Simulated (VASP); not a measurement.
# GaN (F-43m) in VASP: notebook

Runs on GaN. Level: PBE+D3(BJ). Tasks: single point, relaxation of cell and atoms.

Everything below comes from runs of VASP 6.6.1. Logs are shortened: lines on timing, memory, paths and dates and some standing lists are left out, and cuts for length are marked.

### Step 1. The cell of the first run

The structure is cubic, space group F-43m (No. 216). The conventional cell has a = 4.518 Å, b = 4.518 Å, c = 4.518 Å, α = 90.00°, β = 90.00°, γ = 90.00°. Within 2.6 Å of Ga (site symmetry -43m) lie 4 N at 1.96 Å. Within 2.6 Å of N (site symmetry -43m) lie 4 Ga at 1.96 Å.

### Step 2. Single point, PBE+D3(BJ)

File INCAR:

```
ALGO = Normal ; EDIFF = 1E-6
ENCUT = 520 ; GGA = PE
ISIF = 2 ; ISMEAR = 0
IVDW = 12 ; LASPH = True
LCHARG = False ; LREAL = False
LWAVE = False ; NBANDS = 16
NELM = 80 ; PREC = Accurate
SIGMA = 0.02
```

File KPOINTS:

```
k-points
0
Gamma
  10 10 10
```

File POSCAR:

```
GaN
1.0
    0.0000000000      2.2591296954      2.2591296954
    2.2591296954      0.0000000000      2.2591296954
    2.2591296954      2.2591296954      0.0000000000
Ga N
1 1
Direct
    0.0000000000      0.0000000000      0.0000000000
    0.7500000000      0.7500000000      0.7500000000
```

Potentials or basis: VASP PAW PBE potentials, release 64 (Ga_d, N).

Started as:

```console
> cat potpaw_PBE.64/Ga_d/POTCAR potpaw_PBE.64/N/POTCAR > POTCAR
> mpirun -np 1 vasp_std > vasp.out
```

OUTCAR:

```text
EDIFF = 1E-6
   ENCUT = 520
   GGA = PE
   ISIF = 2
   ISMEAR = 0
   IVDW = 12
   LASPH = True
   LREAL = False
   NELM = 80
   PREC = Accurate
 IVDW          = 12

 ion  position               nearest neighbor table
   1  0.000  0.000  0.000-   2 1.96   2 1.96   2 1.96   2 1.96
   2  0.750  0.750  0.750-   1 1.96   1 1.96   1 1.96   1 1.96

  LATTYP: Found a face centered cubic cell.
 ALAT       =     4.5182593908

  Lattice vectors:

 A1 = (   0.0000000000,   2.2591296954,   2.2591296954)
 A2 = (   2.2591296954,   0.0000000000,   2.2591296954)
 A3 = (   2.2591296954,   2.2591296954,   0.0000000000)

Analysis of symmetry for initial positions (statically):
=====================================================================
 Subroutine PRICEL returns:
 Original cell was already a primitive cell.

 Routine SETGRP: Setting up the symmetry group for a
 face centered cubic supercell.

 Subroutine GETGRP returns: Found 24 space group operations
 (whereof 24 operations were pure point group operations)
 out of a pool of 48 trial point group operations.

The static configuration has the point symmetry T_d .

Analysis of symmetry for dynamics (positions and initial velocities):
=====================================================================
 Subroutine PRICEL returns:
 Original cell was already a primitive cell.

 Routine SETGRP: Setting up the symmetry group for a
 face centered cubic supercell.

 Subroutine GETGRP returns: Found 24 space group operations
 (whereof 24 operations were pure point group operations)
 out of a pool of 48 trial point group operations.

The dynamic configuration has the point symmetry T_d .

 Subroutine INISYM returns: Found 24 space group operations
 (whereof 24 operations are pure point group operations),
 and found     1 'primitive' translations

----------------------------------------------------------------------------------------

                                     Primitive cell

  volume of cell :      23.0597

  direct lattice vectors                    reciprocal lattice vectors
     0.000000000  2.259129695  2.259129695    -0.221324168  0.221324168  0.221324168
     2.259129695  0.000000000  2.259129695     0.221324168 -0.221324168  0.221324168
     2.259129695  2.259129695  0.000000000     0.221324168  0.221324168 -0.221324168

  length of vectors
     3.194891854  3.194891854  3.194891854     0.383344704  0.383344704  0.383344704

  position of ions in fractional coordinates (direct lattice)
     0.000000000  0.000000000  0.000000000
     0.750000000  0.750000000  0.750000000

  ion indices of the primitive-cell ions
   primitive index   ion index
                 1           1
                 2           2

----------------------------------------------------------------------------------------

 KPOINTS: k-points

Automatic generation of k-mesh.
 Grid dimensions read from file:
 generate k-points for:   10   10   10

 Generating k-lattice:

  Cartesian coordinates                     Fractional coordinates (reciprocal lattice)
    -0.022132417  0.022132417  0.022132417     0.100000000  0.000000000  0.000000000
     0.022132417 -0.022132417  0.022132417     0.000000000  0.100000000  0.000000000
     0.022132417  0.022132417 -0.022132417     0.000000000  0.000000000  0.100000000

  Length of vectors
     0.038334470  0.038334470  0.038334470

  Shift w.r.t. Gamma in fractional coordinates (k-lattice)
     0.000000000  0.000000000  0.000000000

 Subroutine IBZKPT returns following result:
 ===========================================

 Found     47 irreducible k-points:

 Following reciprocal coordinates:
            Coordinates               Weight
  0.000000  0.000000  0.000000      1.000000
  0.100000  0.000000  0.000000      8.000000
  0.200000  0.000000  0.000000      8.000000
  0.300000  0.000000  0.000000      8.000000
  0.400000  0.000000  0.000000      8.000000
  0.500000  0.000000  0.000000      4.000000
[... 16 lines left out ...]
  0.300000  0.300000  0.000000      6.000000
  0.400000  0.300000  0.000000     24.000000
 [... further k-points ...]
   k-points           NKPTS =     47   k-points in BZ     NKDIM =     47   number of bands    NBANDS=     16
   number of dos      NEDOS =    301   number of ions     NIONS =      2
   total plane-waves  NPLWV =  13824
   dimension x,y,z NGX =    24 NGY =   24 NGZ =   24
   dimension x,y,z NGXF=    48 NGYF=   48 NGZF=   48
   ions per type =               1   1
   NGX,Y,Z   is equivalent  to a cutoff of  12.49, 12.49, 12.49 a.u.
   NGXF,Y,Z  is equivalent  to a cutoff of  24.98, 24.98, 24.98 a.u.
 SYSTEM =  unknown system
   PREC   = accura    normal or accurate (medium, high low for compatibility)
   ISTART =      0    job   : 0-new  1-cont  2-samecut
   ICHARG =      2    charge: 1-file 2-atom 10-const
   ISPIN  =      1    spin polarized calculation?
   LNONCOLLINEAR =      F non collinear calculations
   LSORBIT =      F    spin-orbit coupling
   LASPH  =      T    aspherical Exc in radial PAW
   ENCUT  =  520.0 eV  38.22 Ry    6.18 a.u.   5.94  5.94  5.94*2*pi/ulx,y,z
   NELM   =     80;   NELMIN=  2; NELMDL= -5     # of ELM steps
   EDIFF  = 0.1E-05   stopping-criterion for ELM
   LREAL  =      F    real-space projection
   EDIFFG = 0.1E-04   stopping-criterion for IOM
   NSW    =      0    number of steps for IOM
   IBRION =     -1    ionic relax: 0-MD 1-quasi-New 2-CG
   NFREE  =      0    steps in history (QN), initial steepest desc. (CG)
   ISIF   =      2    stress and relaxation
   ISYM   =      2    0-nonsym 1-usesym 2-fastsym
   POTIM  = 0.5000    time-step for ionic-motion
   TEBEG  =    0.0;   TEEND  =   0.0 temperature during run
   PSTRESS=    0.0 pullay stress
   NELECT =      18.0000    total number of electrons
   NUPDOWN=      -1.0000    fix difference up-down
   EMIN   =  10.00;   EMAX   =-10.00  energy-range for DOS
   EFERMI =   0.00;   METHOD = LEGACY
   ISMEAR =     0;   SIGMA  =   0.02  broadening in eV -4-tet -1-fermi 0-gaus
   EFERMI_NEDOS =   21; number of points for ismear=-14 and -15
   IALGO  =     38    algorithm
   IMIX   =      4    mixing-type and parameters
     AMIX     =   0.40;   BMIX     =  1.00
     AMIX_MAG =   1.60;   BMIX_MAG =  1.00
  volume/ion in A,a.u.               =      11.53        77.81
  Fermi-wavevector in a.u.,A,eV,Ry     =   1.507351  2.848481 30.913909  2.272108
  Thomas-Fermi vector in A             =   2.617949
   LORBIT       =      0    0 simple, 1 ext, 2 COOP (PROOUT), +10 PAW based schemes
   GGA     = PE    functional components
   LHFCALC =     F    Hartree Fock is set to
   AEXX    =    0.0000 exact exchange contribution
   IVDW    =    12    specifies the selected vdW correction
   LEPSILON=     F    determine dielectric tensor
   LRPA    =     F    only Hartree local field effects (RPA)
 non-spin polarized calculation
 Gauss-broadening in eV      SIGMA  =   0.02
  energy-cutoff  :      520.00
  volume of cell :       23.06
 maximum number of plane-waves:       636
   NGX = 11   NGY = 11   NGZ = 11

 number of electron      17.9999998 magnetization

 Free energy of the ion-electron system (eV)
  ---------------------------------------------------
  ext. energy  EPLUGINS =         0.00000000
  ---------------------------------------------------
  free energy    TOTEN  =       -12.14795411 eV

  energy without entropy =      -12.14795411  energy(sigma->0) =      -12.14795411

 E-fermi :   5.2788     XC(G=0): -11.6270

 val. band max:        5.2001365982   @ k =   0.0000   0.0000   0.0000
 cond. band min:       6.8762157116   @ k =   0.0000   0.0000   0.0000
 fundamental gap:      1.6760791134
 Fermi energy:         5.2787703116

 k-point     1 :       0.0000    0.0000    0.0000
  band No.  band energies     occupation
      1     -10.6697      2.00000
      2      -8.2356      2.00000
      3      -8.2356      2.00000
      4      -8.2356      2.00000
      5      -7.9235      2.00000
      6      -7.9235      2.00000
[... 8 lines left out ...]
     15      23.9990      0.00000
     16      23.9990      0.00000

 k-point     2 :       0.1000    0.0000    0.0000
  band No.  band energies     occupation
      1     -10.5614      2.00000
      2      -8.2223      2.00000
      3      -8.2223      2.00000
      4      -8.1962      2.00000
      5      -7.9247      2.00000
      6      -7.9247      2.00000
[... 8 lines left out ...]
     15      22.7035      0.00000
     16      22.7052      0.00000

 k-point     3 :       0.2000    0.0000    0.0000
  band No.  band energies     occupation
      1     -10.2899      2.00000
      2      -8.1915      2.00000
      3      -8.1915      2.00000
      4      -8.0316      2.00000
      5      -7.9235      2.00000
      6      -7.9235      2.00000
[... 8 lines left out ...]
     15      21.9386      0.00000
     16      21.9386      0.00000

 k-point     4 :       0.3000    0.0000    0.0000
  band No.  band energies     occupation
      1     -10.0039      2.00000
      2      -8.1640      2.00000
      3      -8.1640      2.00000
      4      -7.9102      2.00000
      5      -7.9102      2.00000
      6      -7.6344      2.00000
[... 8 lines left out ...]
     15      22.4105      0.00000
     16      22.4105      0.00000
[... 324 lines left out ...]
 k-point    22 :      -0.2000    0.2000    0.0000
  band No.  band energies     occupation
      1      -9.9165      2.00000
      2      -8.1480      2.00000
      3      -8.1339      2.00000
      4      -7.9450      2.00000
      5      -7.9341      2.00000
      6      -7.4609      2.00000
[... 8 lines left out ...]
     15      22.4990      0.00000
     16      25.6688      0.00000

 k-point    23 :       0.3000    0.3000    0.0000
  band No.  band energies     occupation
      1      -9.8334      2.00000
      2      -8.0888      2.00000
      3      -8.0501      2.00000
      4      -8.0501      2.00000
      5      -7.8743      2.00000
      6      -7.4442      2.00000
[... 8 lines left out ...]
     15      27.1642      0.00000
     16      27.5361      0.00000

 k-point    24 :       0.4000    0.3000    0.0000
  band No.  band energies     occupation
      1      -9.7224      2.00000
      2      -8.1074      2.00000
      3      -8.0165      2.00000
      4      -8.0162      2.00000
      5      -7.8643      2.00000
      6      -6.9918      2.00000
[... 8 lines left out ...]
     15      27.3883      0.00000
     16      27.5468      0.00000

 [... further k-points ...]

------------------------ aborting loop because EDIFF is reached ----------------------------------------

 Edisp (eV)   -0.50428

 E8    (eV) :    -0.2046

  FORCE on cell =-STRESS in cart. coord.  units (eV):
  Direction    XX          YY          ZZ          XY          YZ          ZX
  --------------------------------------------------------------------------------------
  -------------------------------------------------------------------------------------
  Total       0.00623     0.00623     0.00623     0.00000    -0.00000     0.00000
  in kB       0.43315     0.43315     0.43315     0.00000    -0.00000     0.00000
  external pressure =        0.43 kB  Pullay stress =        0.00 kB

 VOLUME and BASIS-vectors are now :
 -----------------------------------------------------------------------------
  energy-cutoff  :      520.00
  volume of cell :       23.06
      direct lattice vectors                 reciprocal lattice vectors
     0.000000000  2.259129695  2.259129695    -0.221324168  0.221324168  0.221324168
     2.259129695  0.000000000  2.259129695     0.221324168 -0.221324168  0.221324168
     2.259129695  2.259129695  0.000000000     0.221324168  0.221324168 -0.221324168

 POSITION                                       TOTAL-FORCE (eV/Angst)
 -----------------------------------------------------------------------------------
      0.00000      0.00000      0.00000         0.000000      0.000000      0.000000
      3.38869      3.38869      3.38869        -0.000000     -0.000000     -0.000000
 -----------------------------------------------------------------------------------
    total drift:                               -0.000002     -0.000002     -0.000001

  FREE ENERGIE OF THE ION-ELECTRON SYSTEM (eV)
  ---------------------------------------------------
  free  energy   TOTEN  =       -12.6522330381 eV

  energy  without entropy=      -12.6522330381  energy(sigma->0) =      -12.65223304
```

It took 14 s on 1 thread of Intel Xeon 8259CL, shared host; peak memory 0.16 GiB.

What came out:

- Free energy: -12.6522 eV
- Pressure: 0.0 GPa
- Band gap on the k mesh: 1.68 eV, direct
- Dispersion energy per atom: -0.252 eV

Levels at points of the mesh, in eV from the valence-band top:
```
           k point  band 7  band 8  band 9  band 10  band 11  band 12
(0.00, 0.00, 0.00)    0.00    0.00    0.00     1.68    10.26    10.26
(0.50, 0.00, 0.00)   -6.99   -0.96   -0.96     4.59     8.69    10.33
(0.50, 0.50, 0.00)   -6.09   -2.67   -2.67     3.35     6.62    11.65
```

As with any semilocal functional, this PBE gap is likely too small.

(Part 1 of 2 ends here.)
